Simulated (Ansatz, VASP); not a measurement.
# Ta2N in VASP and in Ansatz

Contents of INCAR:

```
SYSTEM = Ta2N
  ALGO = Normal
  EDIFF = 1E-6
  ENCUT = 520
  GGA = PS
  ISIF = 2
  ISMEAR = 0
  LASPH = .True.
  LCHARG = .True.
  LELF = .True.
  LREAL = .False.
  LVHAR = .True.
  LWAVE = .False.
  NBANDS = 20
  NELM = 100
  PREC = Accurate
  SIGMA = 0.15
```

File KPOINTS:

```
k-points
0
Gamma
  18 18 10
  0 0 0
```

The input POSCAR:

```
Ta2N
1.0
    3.0786153869      0.0000000000      0.0000000000
   -1.5393076935      2.6661591336      0.0000000000
    0.0000000000      0.0000000000      4.8232571780
Ta N
2 1
Direct
    0.6572898820      0.3145797641      0.7462554481
    0.3427101180      0.6854202359      0.2537445519
    0.0000000000      0.0000000000      0.0000000000
```

Input for Ansatz:

```yaml
crystal:
  lattice:
    - [3.0786153869, 0.0, 0.0]
    - [-1.5393076935, 2.6661591336, 0.0]
    - [0.0, 0.0, 4.823257178]
  atoms:
    - { symbol: Ta, position: [0.657289882, 0.3145797641, 0.7462554481] }
    - { symbol: Ta, position: [0.342710118, 0.6854202359, 0.2537445519] }
    - { symbol: "N", position: [0.0, 0.0, 0.0] }
basis:
  ecutwfc: 420
kpoints:
  mp_grid: { grid: [18, 18, 10] }
hamiltonian:
  xc: pbesol
scf:
  occupations: { method: gaussian, width: 0.15 }
output:
  forces: true
  stress: true
  eigenvalues: true
```

Change from the starting cell: mode 4 (105.5 1/cm) frozen in, largest displacement +0.050 Å.

Alike in both runs: task single point; functional PBEsol; k mesh 18 × 18 × 10; occupations gaussian, width 0.15 eV; no spin polarisation.

```csv
,VASP,Ansatz
version,VASP 6.6.1,Ansatz 0.2.0
potentials or method,"VASP PAW PBE potentials, release 64 (Ta_pv, N), cutoff 520 eV","scalar-relativistic, plane waves, PAW"
valence electrons in the cell,27,31
```

VASP gave:

```
gap on the k mesh at the Fermi level (eV)                     : none
pressure (GPa)                                                : 1.0
traceless stress, the component that is largest in VASP (GPa) : -1.94
rms of the force components (eV/Å)                            : 0.183
```

Q: Estimate Ansatz's values.

A: gap on the k mesh at the Fermi level (eV): none; pressure (GPa): 0.4; traceless stress, the component that is largest in VASP (GPa): -1.91; rms of the force components (eV/Å): 0.176.

VASP's potentials were made for PBE, not for PBEsol. Atom by atom the forces differ by 0.027 eV/Å (rms over components). A gap of «none» marks a metal or a gap that the smearing closes. VASP's potentials hold 27 valence electrons a cell and Ansatz's 31, so a difference there can come from the potentials and not from the codes.

Neither program's run includes spin-orbit coupling.
